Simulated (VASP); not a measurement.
# Re (P6_3/mmc) in VASP: notebook

The runs below take Re through single point, with PBE.

All numbers are computed with VASP 6.6.1; they aren't measurements. Logs are shortened: lines on timing, memory, paths and dates and some standing lists are left out, and cuts for length are marked.

## (1) The cell of the first run

Symmetry: P6_3/mmc, No. 194, hexagonal system. The conventional cell has a = 2.766 Å, b = 2.766 Å, c = 8.760 Å, α = 90.00°, β = 90.00°, γ = 120.00°. Re (site symmetry -6m2) has 12 Re at 2.71 to 2.77 Å within 3.6 Å. Re (site symmetry -3m) has 12 Re at 2.71 to 2.77 Å within 3.6 Å.

## (2) Single point, PBE

Input file INCAR:

```
SYSTEM = Re
PREC = Accurate ; ENCUT = 520
EDIFF = 1E-6 ; ISMEAR = -1
SIGMA = 0.05 ; LREAL = .FALSE.
LASPH = .TRUE. ; NELM = 80
ALGO = Normal ; ISIF = 2
LWAVE = .FALSE. ; LCHARG = .FALSE.
GGA = PE ; NBANDS = 22
```

Input file KPOINTS:

```
Automatic mesh
0
G
  9 9 3
  0 0 0
```

Input file POSCAR:

```
Re
1.0
    2.7663873939      0.0000000000      0.0000000000
   -1.3831936969      2.3957617598      0.0000000000
    0.0000000000      0.0000000000      8.7600682568
Re
4
Direct
    0.6666666667      0.3333333333      0.7500000000
    0.0000000000      0.0000000000      0.5000000000
    0.3333333333      0.6666666667      0.2500000000
    0.0000000000      0.0000000000      0.0000000000
```

Potentials or basis: VASP PAW PBE potentials, release 64 (Re).

On the command line:

```bash
cat potpaw_PBE.64/Re/POTCAR > POTCAR
mpirun -np 1 vasp_std > vasp.out
```

OUTCAR:

```text
SYSTEM = Re
   PREC = Accurate
   ENCUT = 520
   EDIFF = 1E-6
   ISMEAR = -1
   LREAL = .FALSE.
   LASPH = .TRUE.
   NELM = 80
   ISIF = 2
   GGA = PE

 ion  position               nearest neighbor table
   1  0.667  0.333  0.750-   2 2.71   4 2.71   2 2.71   4 2.71   2 2.71   4 2.71
   2  0.000  0.000  0.500-   1 2.71   3 2.71   3 2.71   1 2.71   1 2.71   3 2.71
   3  0.333  0.667  0.250-   2 2.71   4 2.71   2 2.71   4 2.71   2 2.71   4 2.71
   4  0.000  0.000  0.000-   1 2.71   3 2.71   3 2.71   1 2.71   1 2.71   3 2.71

  LATTYP: Found a hexagonal cell.
 ALAT       =     2.7663873939
 C/A-ratio  =     3.1666093751

  Lattice vectors:

 A1 = (   2.7663873939,   0.0000000000,   0.0000000000)
 A2 = (  -1.3831936969,   2.3957617598,   0.0000000000)
 A3 = (   0.0000000000,   0.0000000000,   8.7600682568)

Analysis of symmetry for initial positions (statically):
=====================================================================
 Subroutine PRICEL returns:
 Original cell was already a primitive cell.

 Routine SETGRP: Setting up the symmetry group for a
 hexagonal supercell.

 Subroutine GETGRP returns: Found 24 space group operations
 (whereof 12 operations were pure point group operations)
 out of a pool of 24 trial point group operations.

The static configuration has the point symmetry D_3d.
 The point group associated with its full space group is D_6h.

Analysis of symmetry for dynamics (positions and initial velocities):
=====================================================================
 Subroutine PRICEL returns:
 Original cell was already a primitive cell.

 Routine SETGRP: Setting up the symmetry group for a
 hexagonal supercell.

 Subroutine GETGRP returns: Found 24 space group operations
 (whereof 12 operations were pure point group operations)
 out of a pool of 24 trial point group operations.

The dynamic configuration has the point symmetry D_3d.
 The point group associated with its full space group is D_6h.

 Subroutine INISYM returns: Found 24 space group operations
 (whereof 12 operations are pure point group operations),
 and found     1 'primitive' translations

----------------------------------------------------------------------------------------

                                     Primitive cell

  volume of cell :      58.0583

  direct lattice vectors                    reciprocal lattice vectors
     2.766387394  0.000000000  0.000000000     0.361482272  0.208701887  0.000000000
    -1.383193697  2.395761760  0.000000000     0.000000000  0.417403774  0.000000000
     0.000000000  0.000000000  8.760068257     0.000000000  0.000000000  0.114154362

  length of vectors
     2.766387394  2.766387394  8.760068257     0.417403774  0.417403774  0.114154362

  position of ions in fractional coordinates (direct lattice)
     0.666666667  0.333333333  0.750000000
     0.000000000  0.000000000  0.500000000
     0.333333333  0.666666667  0.250000000
     0.000000000  0.000000000  0.000000000

  ion indices of the primitive-cell ions
   primitive index   ion index
                 1           1
                 2           2
                 3           3
                 4           4

----------------------------------------------------------------------------------------

 KPOINTS: Automatic mesh

Automatic generation of k-mesh.
 Grid dimensions read from file:
 generate k-points for:    9    9    3

 Generating k-lattice:

  Cartesian coordinates                     Fractional coordinates (reciprocal lattice)
     0.040164697  0.023189099  0.000000000     0.111111111  0.000000000  0.000000000
     0.000000000  0.046378197  0.000000000     0.000000000  0.111111111  0.000000000
     0.000000000  0.000000000  0.038051454     0.000000000  0.000000000  0.333333333

  Length of vectors
     0.046378197  0.046378197  0.038051454

  Shift w.r.t. Gamma in fractional coordinates (k-lattice)
     0.000000000  0.000000000  0.000000000

 Subroutine IBZKPT returns following result:
 ===========================================

 Found     24 irreducible k-points:

 Following reciprocal coordinates:
            Coordinates               Weight
  0.000000  0.000000  0.000000      1.000000
  0.111111  0.000000  0.000000      6.000000
  0.222222  0.000000  0.000000      6.000000
  0.333333  0.000000  0.000000      6.000000
  0.444444  0.000000  0.000000      6.000000
  0.111111  0.111111  0.000000      6.000000
[... 16 lines left out ...]
  0.333333  0.222222  0.333333     24.000000
  0.333333  0.333333  0.333333      4.000000
   k-points           NKPTS =     24   k-points in BZ     NKDIM =     24   number of bands    NBANDS=     22
   number of dos      NEDOS =    301   number of ions     NIONS =      4
   total plane-waves  NPLWV =  40320
   dimension x,y,z NGX =    24 NGY =   24 NGZ =   70
   dimension x,y,z NGXF=    48 NGYF=   48 NGZF=  140
   ions per type =               4
   NGX,Y,Z   is equivalent  to a cutoff of  14.42, 14.42, 13.28 a.u.
   NGXF,Y,Z  is equivalent  to a cutoff of  28.85, 28.85, 26.57 a.u.
 SYSTEM =  Re
   PREC   = accura    normal or accurate (medium, high low for compatibility)
   ISTART =      0    job   : 0-new  1-cont  2-samecut
   ICHARG =      2    charge: 1-file 2-atom 10-const
   ISPIN  =      1    spin polarized calculation?
   LNONCOLLINEAR =      F non collinear calculations
   LSORBIT =      F    spin-orbit coupling
   LASPH  =      T    aspherical Exc in radial PAW
   ENCUT  =  520.0 eV  38.22 Ry    6.18 a.u.   5.14  5.14 16.29*2*pi/ulx,y,z
   NELM   =     80;   NELMIN=  2; NELMDL= -5     # of ELM steps
   EDIFF  = 0.1E-05   stopping-criterion for ELM
   LREAL  =      F    real-space projection
   EDIFFG = 0.1E-04   stopping-criterion for IOM
   NSW    =      0    number of steps for IOM
   IBRION =     -1    ionic relax: 0-MD 1-quasi-New 2-CG
   NFREE  =      0    steps in history (QN), initial steepest desc. (CG)
   ISIF   =      2    stress and relaxation
   ISYM   =      2    0-nonsym 1-usesym 2-fastsym
   POTIM  = 0.5000    time-step for ionic-motion
   TEBEG  =    0.0;   TEEND  =   0.0 temperature during run
   PSTRESS=    0.0 pullay stress
   NELECT =      28.0000    total number of electrons
   NUPDOWN=      -1.0000    fix difference up-down
   EMIN   =  10.00;   EMAX   =-10.00  energy-range for DOS
   EFERMI =   0.00;   METHOD = LEGACY
   ISMEAR =    -1;   SIGMA  =   0.05  broadening in eV -4-tet -1-fermi 0-gaus
   EFERMI_NEDOS =   21; number of points for ismear=-14 and -15
   IALGO  =     38    algorithm
   IMIX   =      4    mixing-type and parameters
     AMIX     =   0.40;   BMIX     =  1.00
     AMIX_MAG =   1.60;   BMIX_MAG =  1.00
  volume/ion in A,a.u.               =      14.51        97.95
  Fermi-wavevector in a.u.,A,eV,Ry     =   1.283826  2.426079 22.425244  1.648209
  Thomas-Fermi vector in A             =   2.416056
   LORBIT       =      0    0 simple, 1 ext, 2 COOP (PROOUT), +10 PAW based schemes
   GGA     = PE    functional components
   LHFCALC =     F    Hartree Fock is set to
   AEXX    =    0.0000 exact exchange contribution
   IVDW    =     0    specifies the selected vdW correction
   LEPSILON=     F    determine dielectric tensor
   LRPA    =     F    only Hartree local field effects (RPA)
 non-spin polarized calculation
  energy-cutoff  :      520.00
  volume of cell :       58.06
 maximum number of plane-waves:      1581
 NGX is ok and might be reduce to    24
   NGX = 11   NGY = 11   NGZ = 33

 number of electron      27.9999999 magnetization

 Free energy of the ion-electron system (eV)
  ---------------------------------------------------
  ext. energy  EPLUGINS =         0.00000000
  ---------------------------------------------------
  free energy    TOTEN  =       -49.64746661 eV

  energy without entropy =      -49.62366045  energy(sigma->0) =      -49.63556353

 E-fermi :   8.2244     XC(G=0): -13.8048

 val. band max:        8.1967267714   @ k =   0.3333   0.0000   0.0000
 cond. band min:       8.2664628501   @ k =   0.1111   0.1111   0.0000
 fundamental gap:      0.0697360786
 Fermi energy:         8.2243804577

 k-point     1 :       0.0000    0.0000    0.0000
  band No.  band energies     occupation
      1      -1.9046      2.00000
      2       0.5121      2.00000
      3       0.5741      2.00000
      4       1.3729      2.00000
      5       5.6673      2.00000
      6       5.7794      2.00000
[... 14 lines left out ...]
     21      10.7377      0.00000
     22      10.7377      0.00000

 k-point     2 :       0.1111    0.0000    0.0000
  band No.  band energies     occupation
      1      -1.4070      2.00000
      2       0.9626      2.00000
      3       1.0200      2.00000
      4       1.8314      2.00000
      5       5.0090      2.00000
      6       5.4028      2.00000
[... 14 lines left out ...]
     21      10.6627      0.00000
     22      10.8562      0.00000

 k-point     3 :       0.2222    0.0000    0.0000
  band No.  band energies     occupation
      1      -0.1033      2.00000
      2       1.8428      2.00000
      3       1.8748      2.00000
      4       2.7746      2.00000
      5       4.2553      2.00000
      6       4.6513      2.00000
[... 14 lines left out ...]
     21      11.2804      0.00000
     22      11.3407      0.00000

 k-point     4 :       0.3333    0.0000    0.0000
  band No.  band energies     occupation
      1       1.2059      2.00000
      2       1.8491      2.00000
      3       2.0866      2.00000
      4       2.8021      2.00000
      5       3.8861      2.00000
      6       3.9082      2.00000
[... 14 lines left out ...]
     21      12.0527      0.00000
     22      12.1474      0.00000

 k-point     5 :       0.4444    0.0000    0.0000
  band No.  band energies     occupation
      1       1.3595      2.00000
      2       1.4475      2.00000
      3       2.0071      2.00000
      4       2.7859      2.00000
      5       3.4555      2.00000
      6       3.7999      2.00000
[... 14 lines left out ...]
     21      12.5580      0.00000
     22      12.7929      0.00000

 k-point     6 :       0.1111    0.1111    0.0000
  band No.  band energies     occupation
      1      -0.4890      2.00000
      2       1.6890      2.00000
      3       1.7354      2.00000
      4       2.6046      2.00000
      5       4.3916      2.00000
      6       4.9643      2.00000
[... 14 lines left out ...]
     21      10.8376      0.00000
     22      11.2119      0.00000

 k-point     7 :       0.2222    0.1111    0.0000
  band No.  band energies     occupation
      1       0.9921      2.00000
      2       2.2545      2.00000
      3       2.3142      2.00000
      4       3.2206      2.00000
      5       4.1964      2.00000
      6       4.2988      2.00000
[... 324 lines left out ...]
      6       3.5538      2.00000
[... 14 lines left out ...]
     21      12.6633      0.00000
     22      12.8601      0.00000

 k-point    21 :       0.4444    0.1111    0.3333
  band No.  band energies     occupation
      1       1.9301      2.00000
      2       1.9632      2.00000
      3       2.4162      2.00000
      4       2.6915      2.00000
      5       3.0100      2.00000
      6       3.2367      2.00000
[... 14 lines left out ...]
     21      13.8339      0.00000
     22      14.2700      0.00000

 k-point    22 :       0.2222    0.2222    0.3333
  band No.  band energies     occupation
      1       2.4115      2.00000
      2       2.4314      2.00000
      3       2.8901      2.00000
      4       3.2042      2.00000
      5       4.0382      2.00000
      6       4.0649      2.00000
[... 14 lines left out ...]
     21      12.9077      0.00000
     22      12.9380      0.00000

 k-point    23 :       0.3333    0.2222    0.3333
  band No.  band energies     occupation
      1       2.6228      2.00000
      2       2.7077      2.00000
      3       3.1437      2.00000
      4       3.2560      2.00000
      5       3.5759      2.00000
      6       4.0472      2.00000
[... 14 lines left out ...]
     21      14.4654      0.00000
     22      14.8936      0.00000

 k-point    24 :       0.3333    0.3333    0.3333
  band No.  band energies     occupation
      1       3.0080      2.00000
      2       3.0080      2.00000
      3       3.5407      2.00000
      4       3.7809      2.00000
      5       3.9753      2.00000
      6       3.9753      2.00000
[... 14 lines left out ...]
     21      14.9581      0.00000
     22      15.9836      0.00000

------------------------ aborting loop because EDIFF is reached ----------------------------------------

  FORCE on cell =-STRESS in cart. coord.  units (eV):
  Direction    XX          YY          ZZ          XY          YZ          ZX
  --------------------------------------------------------------------------------------
  -------------------------------------------------------------------------------------
  Total        3.0988724      3.0988724      5.9748013      0.0000000      0.0000000      0.0000000
  in kB       85.5165487     85.5165487    164.8807417      0.0000000      0.0000000      0.0000000
  external PRESSURE =     111.9712797 kB  Pullay stress =       0.0000000 kB

 VOLUME and BASIS-vectors are now :
 -----------------------------------------------------------------------------
  energy-cutoff  :      520.00
  volume of cell :       58.06
      direct lattice vectors                 reciprocal lattice vectors
     2.766387394  0.000000000  0.000000000     0.361482272  0.208701887  0.000000000
    -1.383193697  2.395761760  0.000000000     0.000000000  0.417403774  0.000000000
     0.000000000  0.000000000  8.760068257     0.000000000  0.000000000  0.114154362

 POSITION                                       TOTAL-FORCE (eV/Angst)
 -----------------------------------------------------------------------------------
      1.38319      0.79859      6.57005        -0.000000      0.000000      0.000000
      0.00000      0.00000      4.38003        -0.000000      0.000000      0.000000
     -0.00000      1.59717      2.19002         0.000000     -0.000000     -0.000000
      0.00000      0.00000      0.00000        -0.000000      0.000000      0.000000
 -----------------------------------------------------------------------------------
    total drift:                               -0.000000      0.000000      0.000000

  FREE ENERGIE OF THE ION-ELECTRON SYSTEM (eV)
  ---------------------------------------------------
  free  energy   TOTEN  =       -49.6474666116 eV

  energy  without entropy=      -49.6236604535  energy(sigma->0) =      -49.63556353
```

Wall time 60 s (1 thread of AMD EPYC 7R13 (Zen 3), shared host); peak memory 0.16 GiB.

What came out:

```yaml
Free_energy: -49.6475 eV
Pressure: 11.2 GPa
Band_gap_on_the_k_mesh: zero (band 14 reaches 8.99 eV, above the bottom of band 15 at 6.74 eV)
```

Levels at points of the mesh, in eV from the Fermi level:
```
           k point  band 12  band 13  band 14  band 15  band 16  band 17
(0.00, 0.00, 0.00)    -1.36    -1.36    -1.23    -1.23     0.47     0.47
```

Caveat: spin-orbit coupling is left out, which moves the levels of the heavy elements.

## (3) Single point, PBE

This run uses another cell than the first one, of 14.66 Å³/atom, 1.010 times its volume.

Input file INCAR:

```
PREC = Accurate
ENCUT = 520
EDIFF = 1E-6
ISMEAR = -1
SIGMA = 0.05
LREAL = F
LASPH = T
NELM = 60
ALGO = Normal
ISIF = 2
LWAVE = F
LCHARG = T
GGA = PE
LELF = T
LVHAR = T
NBANDS = 22
```

Input file KPOINTS:

```
Automatic mesh
0
Gamma
  9 9 3
```

POSCAR: that of step 2 with these lines changed.

```diff
@@ -4,3 +4,3 @@
    -1.3831936969      2.3957617598      0.0000000000
-    0.0000000000      0.0000000000      8.7600682568
+    0.0000000000      0.0000000000      8.8494567084
 Re
```

Potentials or basis: VASP PAW PBE potentials, release 64 (Re).

On the command line:

```bash
cat potpaw_PBE.64/Re/POTCAR > POTCAR
mpirun -np 1 vasp_std > vasp.out
```

Run time: 1.8 min. Hardware: 1 thread of AMD EPYC 7R13 (Zen 3), shared host; peak memory 0.16 GiB.

Results (log left out):

- Free energy: -49.6944 eV
- Pressure: 6.9 GPa
- Band gap on the k mesh: zero (band 14 reaches 8.83 eV, above the bottom of band 15 at 6.66 eV)

Stress tensor (GPa, compression positive):
```
6.00 0.00 0.00
0.00 6.00 0.00
0.00 0.00 8.80
```

Levels at points of the mesh, in eV from the Fermi level:
| k point | band 11 | band 12 | band 13 | band 14 | band 15 | band 16 | band 17 | band 18 |
| --- | --- | --- | --- | --- | --- | --- | --- | --- |
| (0.00, 0.00, 0.00) | -1.62 | -1.34 | -1.34 | -1.22 | -1.22 | 0.50 | 0.50 | 0.54 |

Caveat: spin-orbit coupling is left out, which moves the levels of the heavy elements.

## (4) Single point, PBE

This run uses another cell than the first one, of 14.81 Å³/atom, 1.020 times its volume.

Input file INCAR:

```
PREC     = Accurate       # precision mode
ENCUT    = 520            # plane-wave cutoff, eV
EDIFF    = 1E-6           # SCF threshold, eV
ISMEAR   = -1             # smearing method
SIGMA    = 0.05           # smearing width, eV
LREAL    = False          # projectors in reciprocal space
LASPH    = True           # aspherical terms in the spheres
NELM     = 60             # most SCF steps
ALGO     = Normal         # electronic algorithm
ISIF     = 2              # what is computed and relaxed
LWAVE    = False          # write WAVECAR
LCHARG   = False          # write CHGCAR
GGA      = PE             # functional
NBANDS   = 22             # bands
```

Input file KPOINTS:

```
regular mesh
0
Gamma
  9 9 3
```

POSCAR: that of step 3 with these lines changed.

```diff
@@ -4,3 +4,3 @@
    -1.3831936969      2.3957617598      0.0000000000
-    0.0000000000      0.0000000000      8.8494567084
+    0.0000000000      0.0000000000      8.9388451600
 Re
```

On the command line:

```bash
cat potpaw_PBE.64/Re/POTCAR > POTCAR
mpirun -np 1 vasp_std > vasp.out
```

Wall time 1.8 min (1 thread of AMD EPYC 7R13 (Zen 3), shared host); peak memory 0.16 GiB.

Results (log left out):

| Item | Value |
| --- | --- |
| Free energy | -49.7140 eV |
| Pressure | 2.9 GPa |
| Band gap on the k mesh | zero (band 14 reaches 8.68 eV, above the bottom of band 15 at 6.59 eV) |

Stress tensor (GPa, compression positive):
```
3.58 0.00 0.00
0.00 3.58 0.00
0.00 0.00 1.68
```

Levels at points of the mesh, in eV from the Fermi level:
```csv
k point,band 11,band 12,band 13,band 14,band 15,band 16,band 17,band 18
"(0.00, 0.00, 0.00)",-1.73,-1.32,-1.32,-1.20,-1.20,0.40,0.54,0.54
```

Caveat: spin-orbit coupling is left out, which moves the levels of the heavy elements.

## (5) Single point, PBE

This run uses another cell than the first one, of 14.96 Å³/atom, 1.031 times its volume.

Input file INCAR:

```
  PREC = Accurate
  ENCUT = 520
  EDIFF = 1E-6
  ISMEAR = -1
  SIGMA = 0.05
  LREAL = False
  LASPH = True
  NELM = 100
  ALGO = Normal
  ISIF = 2
  LWAVE = False
  LCHARG = False
  GGA = PE
  NBANDS = 22
```

KPOINTS is that of step 4.

POSCAR: that of step 4 with these lines changed.

```diff
@@ -4,3 +4,3 @@
    -1.3831936969      2.3957617598      0.0000000000
-    0.0000000000      0.0000000000      8.9388451600
+    0.0000000000      0.0000000000      9.0282336116
 Re
```

On the command line:

```bash
cat potpaw_PBE.64/Re/POTCAR > POTCAR
mpirun -np 1 vasp_std > vasp.out
```

Run time: 84 s. Hardware: 1 thread of AMD EPYC 7R13 (Zen 3), shared host; peak memory 0.16 GiB.

The run converged. Its results:

```
Free energy            : -49.7077 eV
Pressure               : -0.8 GPa
Band gap on the k mesh : zero (band 14 reaches 8.55 eV, above the bottom of band 15 at 6.51 eV)
```

Stress tensor (GPa, compression positive):
```
 1.50  0.00  0.00
 0.00  1.50  0.00
 0.00  0.00 -5.33
```

Levels at points of the mesh, in eV from the Fermi level:
| k point | band 11 | band 12 | band 13 | band 14 | band 15 | band 16 | band 17 | band 18 |
| --- | --- | --- | --- | --- | --- | --- | --- | --- |
| (0.00, 0.00, 0.00) | -1.82 | -1.29 | -1.29 | -1.17 | -1.17 | 0.27 | 0.58 | 0.58 |

Caveat: spin-orbit coupling is left out, which moves the levels of the heavy elements.

## (6) The runs side by side

```tsv
cell	gap on the mesh (eV)	pressure (GPa)
a = 2.766, b = 2.766, c = 8.760 Å, angles 90.0, 90.0, 120.0°, 4 atoms	none	11.2
a = 2.766, b = 2.766, c = 8.849 Å, angles 90.0, 90.0, 120.0°, 4 atoms	none	6.9
a = 2.766, b = 2.766, c = 8.939 Å, angles 90.0, 90.0, 120.0°, 4 atoms	none	2.9
a = 2.766, b = 2.766, c = 9.028 Å, angles 90.0, 90.0, 120.0°, 4 atoms	none	-0.8
```

Alike in all rows: task single point; level PBE; potentials or basis VASP PAW PBE potentials, release 64 (Re); no spin polarisation; k mesh 9 × 9 × 3; cutoff (eV) 520; smearing fermi-dirac 0.05 eV.

Caveats: spin-orbit coupling is left out, which moves the levels of the heavy elements.

Absolute energies hang on the potentials; compare differences alone.
